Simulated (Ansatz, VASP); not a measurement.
CaO: VASP beside Ansatz

```xyz
2
Lattice="0.0000 2.3915 2.3915 2.3915 0.0000 2.3915 2.3915 2.3915 0.0000" Properties=species:S:1:pos:R:3 pbc="T T T"
Ca    0.0000    0.0000    0.0000
O     2.3915    2.3915    2.3915
```

Alike in both runs: functional PBE; dispersion D3(BJ); k mesh 8 × 8 × 8; occupations gaussian, width 0.02 eV; no spin polarisation.

Ansatz relaxed the structure, and its values are those at the end. VASP's run is a single point on that final structure, the one shown.

```csv
,VASP,Ansatz
version,VASP 6.6.1,Ansatz 0.2.0
potentials or method,"VASP PAW PBE potentials, release 64 (Ca_sv, O), cutoff 600 eV","scalar-relativistic, plane waves, PAW"
valence electrons in the cell,16,16
```

Ansatz gave:

| Item | Value |
| --- | --- |
| gap on the k mesh at the Fermi level (eV) | 3.65 |
| least direct gap on the mesh (eV) | 4.02 |
| pressure (GPa) | 0.0 |

Task: Estimate VASP's values.

Result: gap on the k mesh at the Fermi level (eV): 3.63; least direct gap on the mesh (eV): 4.00; pressure (GPa): 0.5.
